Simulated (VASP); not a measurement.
# SrO (Fm-3m) in VASP: further runs, part 2 of 2

VASP 6.6.1. Earlier steps stand in the parts before.

## 3. Single point, r2SCAN

Input file POSCAR:

```
SrO
1.0
    0.0000000000      2.5801476905      2.5801476905
    2.5801476905      0.0000000000      2.5801476905
    2.5801476905      2.5801476905      0.0000000000
Sr O
1 1
Direct
    0.0000000000      0.0000000000      0.0000000000
    0.5000000000      0.5000000000      0.5000000000
```

Input file INCAR.step1:

```
SYSTEM = SrO
PREC = Accurate ; ENCUT = 520
ISMEAR = 0 ; SIGMA = 0.05
LREAL = .FALSE. ; LASPH = .TRUE.
NELM = 60 ; NBANDS = 15
GGA = PE ; ALGO = Normal
EDIFF = 1E-4 ; LWAVE = .TRUE.
LCHARG = .FALSE.
```

Input file INCAR.step2:

```
SYSTEM = SrO
PREC = Accurate ; ENCUT = 520
EDIFF = 1E-6 ; ISMEAR = 0
SIGMA = 0.05 ; LREAL = .FALSE.
LASPH = .TRUE. ; NELM = 60
ALGO = Normal ; ISIF = 2
LWAVE = .FALSE. ; LCHARG = .FALSE.
METAGGA = R2SCAN ; LMIXTAU = .TRUE.
NBANDS = 15 ; ISTART = 1
```

Input file KPOINTS:

```
Automatic mesh
0
G
  8 8 8
  0 0 0
```

Potentials or basis: VASP PAW PBE potentials, release 64 (Sr_sv, O).

Launch:

```console
$ cat potpaw_PBE.64/Sr_sv/POTCAR potpaw_PBE.64/O/POTCAR > POTCAR
$ cp INCAR.step1 INCAR
$ mpirun -np 1 vasp_std > vasp.out
$ cp INCAR.step2 INCAR
$ mpirun -np 1 vasp_std > vasp.out
```

OUTCAR:

```text
SYSTEM = SrO
   PREC = Accurate
   ENCUT = 520
   EDIFF = 1E-6
   ISMEAR = 0
   LREAL = .FALSE.
   LASPH = .TRUE.
   NELM = 60
   ISIF = 2
   METAGGA = R2SCAN
   ISTART = 1

 ion  position               nearest neighbor table
   1  0.000  0.000  0.000-   2 2.58   2 2.58   2 2.58   2 2.58   2 2.58   2 2.58
   2  0.500  0.500  0.500-   1 2.58   1 2.58   1 2.58   1 2.58   1 2.58   1 2.58

  LATTYP: Found a face centered cubic cell.
 ALAT       =     5.1602953810

  Lattice vectors:

 A1 = (   0.0000000000,   2.5801476905,   2.5801476905)
 A2 = (   2.5801476905,   0.0000000000,   2.5801476905)
 A3 = (   2.5801476905,   2.5801476905,   0.0000000000)

Analysis of symmetry for initial positions (statically):
=====================================================================
 Subroutine PRICEL returns:
 Original cell was already a primitive cell.

 Routine SETGRP: Setting up the symmetry group for a
 face centered cubic supercell.

 Subroutine GETGRP returns: Found 48 space group operations
 (whereof 48 operations were pure point group operations)
 out of a pool of 48 trial point group operations.

The static configuration has the point symmetry O_h .

[... 176 lines left out ...]
      8       1.2926      2.00000
      9       5.8726      0.00000
     10       8.0458      0.00000
     11       8.0458      0.00000
     12       8.0458      0.00000
     13      10.3427      0.00000
     14      10.3427      0.00000
[... 401 lines left out ...]
      2     -15.7531      2.00000
      3     -13.6170      2.00000
      4     -13.4720      2.00000
      5     -12.5742      2.00000
      6      -0.2332      2.00000
      7       0.4457      2.00000
      8       0.5204      2.00000
      9       8.1679      0.00000
     10       8.5407      0.00000
     11      11.2193      0.00000
     12      11.3576      0.00000
     13      13.5498      0.00000
     14      14.8610      0.00000
     15      15.5524      0.00000

 [... further k-points ...]

------------------------ aborting loop because EDIFF is reached ----------------------------------------

  FORCE on cell =-STRESS in cart. coord.  units (eV):
  Direction    XX          YY          ZZ          XY          YZ          ZX
  --------------------------------------------------------------------------------------
  -------------------------------------------------------------------------------------
  Total        0.1069237      0.1069237      0.1069237     -0.0000000     -0.0000000      0.0000000
  in kB        4.9867864      4.9867864      4.9867864     -0.0000000     -0.0000000      0.0000000
  external PRESSURE =       4.9867864 kB  Pullay stress =       0.0000000 kB

 VOLUME and BASIS-vectors are now :
 -----------------------------------------------------------------------------
  energy-cutoff  :      520.00
  volume of cell :       34.35
      direct lattice vectors                 reciprocal lattice vectors
     0.000000000  2.580147691  2.580147691    -0.193787356  0.193787356  0.193787356
     2.580147691  0.000000000  2.580147691     0.193787356 -0.193787356  0.193787356
     2.580147691  2.580147691  0.000000000     0.193787356  0.193787356 -0.193787356

 POSITION                                       TOTAL-FORCE (eV/Angst)
 -----------------------------------------------------------------------------------
      0.00000      0.00000      0.00000        -0.000000      0.000000      0.000000
      2.58015      2.58015      2.58015         0.000000     -0.000000     -0.000000
 -----------------------------------------------------------------------------------
    total drift:                                0.000000      0.000000      0.000000

  FREE ENERGIE OF THE ION-ELECTRON SYSTEM (eV)
  ---------------------------------------------------
  free  energy   TOTEN  =       -27.0557457464 eV

  energy  without entropy=      -27.0557457464  energy(sigma->0) =      -27.05574575
```

OUTCAR.step1:

```text
SYSTEM = SrO
   PREC = Accurate
   ENCUT = 520
   ISMEAR = 0
   LREAL = .FALSE.
   LASPH = .TRUE.
[... 653 lines left out ...]
      0.00000      0.00000      0.00000        -0.000000     -0.000000     -0.000000
      2.58015      2.58015      2.58015         0.000000      0.000000      0.000000
 -----------------------------------------------------------------------------------
    total drift:                                0.000000      0.000000      0.000000

  FREE ENERGIE OF THE ION-ELECTRON SYSTEM (eV)
  ---------------------------------------------------
  free  energy   TOTEN  =       -12.0480933801 eV

  energy  without entropy=      -12.0480933801  energy(sigma->0) =      -12.04809338
```

Wall time 1.9 min (1 thread of Intel Xeon 8259CL, shared host); peak memory 0.17 GiB.

Results:

```yaml
Free_energy: -27.0557 eV
Pressure: 0.5 GPa
Band_gap_on_the_k_mesh: 3.75 eV (least direct gap 3.84 eV)
```

Caveat: the PAW data sets were made with another functional, which shifts forces and pressure a little.

## 4. Relaxation of cell and atoms, r2SCAN

This run uses another cell than the first one, of 16.97 Å³/atom.

Input file POSCAR:

```
SrO
1.0
    0.0000000000      2.5698000000      2.5698000000
    2.5698000000      0.0000000000      2.5698000000
    2.5698000000      2.5698000000      0.0000000000
Sr O
1 1
Direct
    0.0000000000      0.0000000000      0.0000000000
    0.5000000000      0.5000000000      0.5000000000
```

Input file INCAR.step1:

```
PREC = Accurate
ENCUT = 600
ISMEAR = 0
SIGMA = 0.02
LREAL = F
LASPH = T
NELM = 60
GGA = PE
ALGO = Normal
EDIFF = 1E-4
LWAVE = T
LCHARG = F
```

Input file INCAR.step2:

```
PREC = Accurate
ENCUT = 600
EDIFF = 1E-7
ISMEAR = 0
SIGMA = 0.02
LREAL = F
LASPH = T
NELM = 60
ALGO = Normal
ISIF = 3
LWAVE = F
LCHARG = F
METAGGA = R2SCAN
LMIXTAU = T
IBRION = 2
NSW = 100
EDIFFG = -0.005
ISTART = 1
```

Input file KPOINTS:

```
Automatic mesh
0
Gamma
  8 8 8
```

Launch:

```console
$ cat potpaw_PBE.64/Sr_sv/POTCAR potpaw_PBE.64/O/POTCAR > POTCAR
$ cp INCAR.step1 INCAR
$ mpirun -np 1 vasp_std > vasp.out
$ cp INCAR.step2 INCAR
$ mpirun -np 1 vasp_std > vasp.out
```

It took 7.1 min on 1 thread of Intel Xeon 8259CL, shared host; peak memory 0.19 GiB.

Results (log left out):

| Quantity | Value |
| --- | --- |
| Free energy | -27.0579 eV |
| Relaxed volume | 17.25 Å³/atom |
| Relaxed cell | a = 3.654 Å, b = 3.654 Å, c = 3.654 Å, α = 60.00°, β = 60.00°, γ = 60.00° |
| Space group after relaxing (to 0.1 Å) | Fm-3m (No. 225) |
| Energy gained by relaxing | 1.4 meV/atom |
| Ionic steps | 3 |
| Pressure after relaxing | 0.0 GPa |
| Band gap on the k mesh | 3.75 eV (least direct gap 3.85 eV) |

The path:
| step | energy change (eV) | largest force (eV/Å) | pressure (GPa) | volume (Å³) |
| --- | --- | --- | --- | --- |
| 1 | 0.0000 | 0.0000 | 1.60 | 33.94 |
| 2 | -0.0022 | 0.0000 | -0.72 | 34.78 |
| 3 | -0.0028 | 0.0000 | 0.00 | 34.51 |

Final structure:
```yaml
crystal:
  lattice:
    - [0.00000, 2.58400, 2.58400]
    - [2.58400, 0.00000, 2.58400]
    - [2.58400, 2.58400, 0.00000]
  atoms:
    - { symbol: Sr, position: [0.00000, 0.00000, 0.00000] }
    - { symbol: O, position: [0.50000, 0.50000, 0.50000] }
```

Levels at points of the mesh, in eV from the valence-band top:
| k point | band 4 | band 5 | band 6 | band 7 | band 8 | band 9 | band 10 | band 11 | band 12 |
| --- | --- | --- | --- | --- | --- | --- | --- | --- | --- |
| (0.00, 0.00, 0.00) | -14.56 | -14.56 | 0.00 | 0.00 | 0.00 | 4.55 | 6.74 | 6.74 | 6.74 |
| (0.50, 0.00, 0.00) | -14.64 | -13.55 | -2.09 | -1.10 | -1.10 | 7.05 | 8.96 | 9.40 | 9.40 |
| (0.50, 0.50, 0.00) | -14.91 | -14.91 | -0.45 | -0.10 | -0.10 | 3.75 | 8.40 | 10.82 | 10.98 |

Caveat: the PAW data sets were made with another functional, which shifts forces and pressure a little.

## 5. The runs side by side

```tsv
task	cell	cutoff (eV)	smearing	gap on the mesh (eV)	pressure (GPa)
single point	a = 3.649 Å, angles 60.0°, 2 atoms	520	gaussian 0.02 eV	3.75	0.5
single point	a = 3.649 Å, angles 60.0°, 2 atoms	520	gaussian 0.05 eV	3.75	0.5
relaxation of cell and atoms	relaxed from a = 3.634 Å, angles 60.0°, 2 atoms	600	gaussian 0.02 eV	3.75	0.0
```

Alike in all rows: level r2SCAN; potentials or basis VASP PAW PBE potentials, release 64 (Sr_sv, O); no spin polarisation; k mesh 8 × 8 × 8.

Caveats: the PAW data sets were made with another functional, which shifts forces and pressure a little.

Absolute energies hang on the potentials; compare differences alone.
